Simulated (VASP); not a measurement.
Input of a VASP 6.6.1 run:

The input INCAR:

```
SYSTEM = Cd
PREC = Accurate ; ENCUT = 520
EDIFF = 1E-7 ; ISMEAR = -1
SIGMA = 0.05 ; LREAL = .False.
LASPH = .True. ; NELM = 80
ALGO = Normal ; ISIF = 2
LWAVE = .False. ; LCHARG = .False.
GGA = PE ; NBANDS = 19
```

File KPOINTS:

```
regular mesh
0
Gamma
  11 11 11
  0 0 0
```

The input POSCAR:

```
Cd
1.0
    0.0000000000      3.1092335805      3.1092335805
    3.1092335805      0.0000000000      3.1092335805
    3.1092335805      3.1092335805      0.0000000000
Cd
2
Direct
   -0.1250000000     -0.1250000000     -0.1250000000
    0.1250000000      0.1250000000      0.1250000000
```

Potentials or basis: VASP PAW PBE potentials, release 64 (Cd).

Launch:

```console
$ cat potpaw_PBE.64/Cd/POTCAR > POTCAR
$ mpirun -np 1 vasp_std > vasp.out
```

Task: Predict the pressure.

Result: 6.5 GPa.

Task: Predict the band gap on the k mesh.

Result: Zero (bands 12 and 13 overlap by 5.94 eV).

Caveat: the cell stands under pressure.
